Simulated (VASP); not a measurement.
# Si3B4 (P-43m) in VASP: single point with PBE

Aim: the single point of Si3B4 with PBE.

All numbers are computed with VASP 6.6.1; they aren't measurements. Logs are shortened: lines on timing, memory, paths and dates and some standing lists are left out, and cuts for length are marked.

## 1. The cell of the first run

Symmetry: P-43m, No. 215, cubic system. Conventional cell: a = 4.843 Å, b = 4.843 Å, c = 4.843 Å, α = 90.00°, β = 90.00°, γ = 90.00°. Si (site symmetry -42m) has 4 B at 1.98 Å within 2.6 Å. B (site symmetry 3m) has 3 Si at 1.98 Å and 3 B at 2.11 Å within 2.6 Å.

## 2. Single point, PBE

Input file INCAR:

```
  PREC = Accurate
  ENCUT = 520
  EDIFF = 1E-6
  ISMEAR = 0
  SIGMA = 0.1
  LREAL = False
  LASPH = True
  NELM = 60
  ALGO = Normal
  ISIF = 2
  LWAVE = False
  LCHARG = True
  GGA = PE
  LELF = True
  LVHAR = True
  NBANDS = 21
```

Input file KPOINTS:

```
Automatic mesh
0
Gamma
  8 8 8
```

Input file POSCAR:

```
Si3B4
1.0
    4.8427774142      0.0000000000      0.0000000000
    0.0000000000      4.8427774142      0.0000000000
    0.0000000000      0.0000000000      4.8427774142
Si B
3 4
Direct
    0.0000000000      0.0000000000      0.5000000000
    0.5000000000      0.0000000000      0.0000000000
    0.0000000000      0.5000000000      0.0000000000
    0.1544038952      0.1544038952      0.8455961048
    0.8455961048      0.8455961048      0.8455961048
    0.1544038952      0.8455961048      0.1544038952
    0.8455961048      0.1544038952      0.1544038952
```

Potentials or basis: VASP PAW PBE potentials, release 64 (Si, B).

Started as:

```
> cat potpaw_PBE.64/Si/POTCAR potpaw_PBE.64/B/POTCAR > POTCAR
> mpirun -np 1 vasp_std > vasp.out
```

OUTCAR:

```text
PREC = Accurate
   ENCUT = 520
   EDIFF = 1E-6
   ISMEAR = 0
   LREAL = False
   LASPH = True
   NELM = 60
   ISIF = 2
   GGA = PE

 ion  position               nearest neighbor table
   1  0.000  0.000  0.500-   4 1.98   5 1.98   6 1.98   7 1.98
   2  0.500  0.000  0.000-   4 1.98   5 1.98   6 1.98   7 1.98
   3  0.000  0.500  0.000-   4 1.98   5 1.98   6 1.98   7 1.98
   4  0.154  0.154  0.846-   1 1.98   2 1.98   3 1.98   5 2.11   6 2.11   7 2.11
   5  0.846  0.846  0.846-   1 1.98   2 1.98   3 1.98   4 2.11   6 2.11   7 2.11
   6  0.154  0.846  0.154-   1 1.98   2 1.98   3 1.98   4 2.11   5 2.11   7 2.11
   7  0.846  0.154  0.154-   1 1.98   2 1.98   3 1.98   4 2.11   5 2.11   6 2.11

  LATTYP: Found a simple cubic cell.
 ALAT       =     4.8427774142

  Lattice vectors:

 A1 = (   4.8427774142,   0.0000000000,   0.0000000000)
 A2 = (   0.0000000000,   4.8427774142,   0.0000000000)
 A3 = (   0.0000000000,   0.0000000000,   4.8427774142)

Analysis of symmetry for initial positions (statically):
=====================================================================
 Subroutine PRICEL returns:
 Original cell was already a primitive cell.

 Routine SETGRP: Setting up the symmetry group for a
 simple cubic supercell.

 Subroutine GETGRP returns: Found 24 space group operations
 (whereof 24 operations were pure point group operations)
 out of a pool of 48 trial point group operations.

The static configuration has the point symmetry T_d .

Analysis of symmetry for dynamics (positions and initial velocities):
=====================================================================
 Subroutine PRICEL returns:
 Original cell was already a primitive cell.

 Routine SETGRP: Setting up the symmetry group for a
 simple cubic supercell.

 Subroutine GETGRP returns: Found 24 space group operations
 (whereof 24 operations were pure point group operations)
 out of a pool of 48 trial point group operations.

The dynamic configuration has the point symmetry T_d .

 Subroutine INISYM returns: Found 24 space group operations
 (whereof 24 operations are pure point group operations),
 and found     1 'primitive' translations

----------------------------------------------------------------------------------------

                                     Primitive cell

  volume of cell :     113.5752

  direct lattice vectors                    reciprocal lattice vectors
     4.842777414  0.000000000  0.000000000     0.206493075  0.000000000  0.000000000
     0.000000000  4.842777414  0.000000000     0.000000000  0.206493075  0.000000000
     0.000000000  0.000000000  4.842777414     0.000000000  0.000000000  0.206493075

  length of vectors
     4.842777414  4.842777414  4.842777414     0.206493075  0.206493075  0.206493075

  position of ions in fractional coordinates (direct lattice)
     0.000000000  0.000000000  0.500000000
     0.500000000  0.000000000  0.000000000
     0.000000000  0.500000000  0.000000000
     0.154403895  0.154403895  0.845596105
     0.845596105  0.845596105  0.845596105
     0.154403895  0.845596105  0.154403895
     0.845596105  0.154403895  0.154403895

  ion indices of the primitive-cell ions
   primitive index   ion index
                 1           1
                 2           2
                 3           3
                 4           4
                 5           5
                 6           6
                 7           7

----------------------------------------------------------------------------------------

 KPOINTS: Automatic mesh

Automatic generation of k-mesh.
 Grid dimensions read from file:
 generate k-points for:    8    8    8

 Generating k-lattice:

  Cartesian coordinates                     Fractional coordinates (reciprocal lattice)
     0.025811634  0.000000000  0.000000000     0.125000000  0.000000000  0.000000000
     0.000000000  0.025811634  0.000000000     0.000000000  0.125000000  0.000000000
     0.000000000  0.000000000  0.025811634     0.000000000  0.000000000  0.125000000

  Length of vectors
     0.025811634  0.025811634  0.025811634

  Shift w.r.t. Gamma in fractional coordinates (k-lattice)
     0.000000000  0.000000000  0.000000000

 Subroutine IBZKPT returns following result:
 ===========================================

 Found     35 irreducible k-points:

 Following reciprocal coordinates:
            Coordinates               Weight
  0.000000  0.000000  0.000000      1.000000
  0.125000  0.000000  0.000000      6.000000
  0.250000  0.000000  0.000000      6.000000
  0.375000  0.000000  0.000000      6.000000
  0.500000  0.000000  0.000000      3.000000
  0.125000  0.125000  0.000000     12.000000
[... 16 lines left out ...]
  0.375000  0.375000  0.125000     24.000000
  0.500000  0.375000  0.125000     24.000000
 [... further k-points ...]
   k-points           NKPTS =     35   k-points in BZ     NKDIM =     35   number of bands    NBANDS=     21
   number of dos      NEDOS =    301   number of ions     NIONS =      7
   total plane-waves  NPLWV =  46656
   dimension x,y,z NGX =    36 NGY =   36 NGZ =   36
   dimension x,y,z NGXF=    72 NGYF=   72 NGZF=   72
   ions per type =               3   4
   NGX,Y,Z   is equivalent  to a cutoff of  12.36, 12.36, 12.36 a.u.
   NGXF,Y,Z  is equivalent  to a cutoff of  24.72, 24.72, 24.72 a.u.
 SYSTEM =  unknown system
   PREC   = accura    normal or accurate (medium, high low for compatibility)
   ISTART =      0    job   : 0-new  1-cont  2-samecut
   ICHARG =      2    charge: 1-file 2-atom 10-const
   ISPIN  =      1    spin polarized calculation?
   LNONCOLLINEAR =      F non collinear calculations
   LSORBIT =      F    spin-orbit coupling
   LASPH  =      T    aspherical Exc in radial PAW
   ENCUT  =  520.0 eV  38.22 Ry    6.18 a.u.   9.00  9.00  9.00*2*pi/ulx,y,z
   NELM   =     60;   NELMIN=  2; NELMDL= -5     # of ELM steps
   EDIFF  = 0.1E-05   stopping-criterion for ELM
   LREAL  =      F    real-space projection
   EDIFFG = 0.1E-04   stopping-criterion for IOM
   NSW    =      0    number of steps for IOM
   IBRION =     -1    ionic relax: 0-MD 1-quasi-New 2-CG
   NFREE  =      0    steps in history (QN), initial steepest desc. (CG)
   ISIF   =      2    stress and relaxation
   ISYM   =      2    0-nonsym 1-usesym 2-fastsym
   POTIM  = 0.5000    time-step for ionic-motion
   TEBEG  =    0.0;   TEEND  =   0.0 temperature during run
   PSTRESS=    0.0 pullay stress
   NELECT =      24.0000    total number of electrons
   NUPDOWN=      -1.0000    fix difference up-down
   EMIN   =  10.00;   EMAX   =-10.00  energy-range for DOS
   EFERMI =   0.00;   METHOD = LEGACY
   ISMEAR =     0;   SIGMA  =   0.10  broadening in eV -4-tet -1-fermi 0-gaus
   EFERMI_NEDOS =   21; number of points for ismear=-14 and -15
   IALGO  =     38    algorithm
   IMIX   =      4    mixing-type and parameters
     AMIX     =   0.40;   BMIX     =  1.00
     AMIX_MAG =   1.60;   BMIX_MAG =  1.00
  volume/ion in A,a.u.               =      16.23       109.49
  Fermi-wavevector in a.u.,A,eV,Ry     =   0.975104  1.842679 12.936786  0.950827
  Thomas-Fermi vector in A             =   2.105616
   LORBIT       =      0    0 simple, 1 ext, 2 COOP (PROOUT), +10 PAW based schemes
   GGA     = PE    functional components
   LHFCALC =     F    Hartree Fock is set to
   AEXX    =    0.0000 exact exchange contribution
   IVDW    =     0    specifies the selected vdW correction
   LEPSILON=     F    determine dielectric tensor
   LRPA    =     F    only Hartree local field effects (RPA)
 non-spin polarized calculation
 Gauss-broadening in eV      SIGMA  =   0.10
  energy-cutoff  :      520.00
  volume of cell :      113.58
 maximum number of plane-waves:      3112
   NGX = 19   NGY = 19   NGZ = 19

 number of electron      24.0000003 magnetization

 Free energy of the ion-electron system (eV)
  ---------------------------------------------------
  ext. energy  EPLUGINS =         0.00000000
  ---------------------------------------------------
  free energy    TOTEN  =       -38.24629586 eV

  energy without entropy =      -38.23796594  energy(sigma->0) =      -38.24213090

 E-fermi :   3.5352     XC(G=0):  -8.7508

 val. band max:        3.5101779679   @ k =   0.2500   0.2500   0.1250
 cond. band min:       3.5452206399   @ k =   0.2500   0.2500   0.0000
 fundamental gap:      0.0350426720
 Fermi energy:         3.5352056633

 k-point     1 :       0.0000    0.0000    0.0000
  band No.  band energies     occupation
      1     -10.0798      2.00000
      2      -4.3130      2.00000
      3      -4.3130      2.00000
      4      -4.0706      2.00000
      5      -4.0706      2.00000
      6      -4.0706      2.00000
[... 13 lines left out ...]
     20       9.9746      0.00000
     21       9.9746      0.00000

 k-point     2 :       0.1250    0.0000    0.0000
  band No.  band energies     occupation
      1     -10.0281      2.00000
      2      -5.1484      2.00000
      3      -4.2969      2.00000
      4      -4.0424      2.00000
      5      -4.0424      2.00000
      6      -3.3712      2.00000
[... 13 lines left out ...]
     20       9.7038      0.00000
     21       9.8753      0.00000

 k-point     3 :       0.2500    0.0000    0.0000
  band No.  band energies     occupation
      1      -9.8893      2.00000
      2      -5.9937      2.00000
      3      -4.2572      2.00000
      4      -3.9707      2.00000
      5      -3.9707      2.00000
      6      -2.9329      2.00000
[... 13 lines left out ...]
     20       9.6550      0.00000
     21       9.7969      0.00000
[... 457 lines left out ...]
 k-point    23 :       0.3750    0.3750    0.1250
  band No.  band energies     occupation
      1      -9.2754      2.00000
      2      -6.4775      2.00000
      3      -6.3677      2.00000
      4      -4.6419      2.00000
      5      -2.3585      2.00000
      6      -1.2145      2.00000
[... 13 lines left out ...]
     20       9.6621      0.00000
     21       9.8254      0.00000

 k-point    24 :       0.5000    0.3750    0.1250
  band No.  band energies     occupation
      1      -9.1827      2.00000
      2      -6.6654      2.00000
      3      -6.3935      2.00000
      4      -4.6169      2.00000
      5      -2.3266      2.00000
      6      -1.3659      2.00000
[... 13 lines left out ...]
     20       9.3231      0.00000
     21       9.5847      0.00000

 [... further k-points ...]
[... 5 lines left out ...]
  --------------------------------------------------------------------------------------
  -------------------------------------------------------------------------------------
  Total       -0.0537948     -0.0537948     -0.0537948      0.0000000     -0.0000000      0.0000000
  in kB       -0.7588693     -0.7588693     -0.7588693      0.0000000     -0.0000000      0.0000000
  external PRESSURE =      -0.7588693 kB  Pullay stress =       0.0000000 kB

 VOLUME and BASIS-vectors are now :
 -----------------------------------------------------------------------------
  energy-cutoff  :      520.00
  volume of cell :      113.58
      direct lattice vectors                 reciprocal lattice vectors
     4.842777414  0.000000000  0.000000000     0.206493075  0.000000000  0.000000000
     0.000000000  4.842777414  0.000000000     0.000000000  0.206493075  0.000000000
     0.000000000  0.000000000  4.842777414     0.000000000  0.000000000  0.206493075

 POSITION                                       TOTAL-FORCE (eV/Angst)
 -----------------------------------------------------------------------------------
      0.00000      0.00000      2.42139         0.000000      0.000000      0.000000
      2.42139      0.00000      0.00000         0.000000     -0.000000      0.000000
      0.00000      2.42139      0.00000         0.000000     -0.000000      0.000000
      0.74774      0.74774      4.09503         0.001053      0.001053     -0.001053
      4.09503      4.09503      4.09503        -0.001053     -0.001053     -0.001053
      0.74774      4.09503      0.74774         0.001053     -0.001053      0.001053
      4.09503      0.74774      0.74774        -0.001053      0.001053      0.001053
 -----------------------------------------------------------------------------------
    total drift:                               -0.000000     -0.000000      0.000000

  FREE ENERGIE OF THE ION-ELECTRON SYSTEM (eV)
  ---------------------------------------------------
  free  energy   TOTEN  =       -38.2462958622 eV

  energy  without entropy=      -38.2379659419  energy(sigma->0) =      -38.24213090
```

It took 1.9 min on 1 thread of Intel Xeon 8259CL, shared host; peak memory 0.23 GiB.

What came out:

| Item | Value |
| --- | --- |
| Free energy | -38.2463 eV |
| Pressure | -0.1 GPa |
| Band gap on the k mesh | zero (bands 12 and 13 overlap by 2.32 eV) |
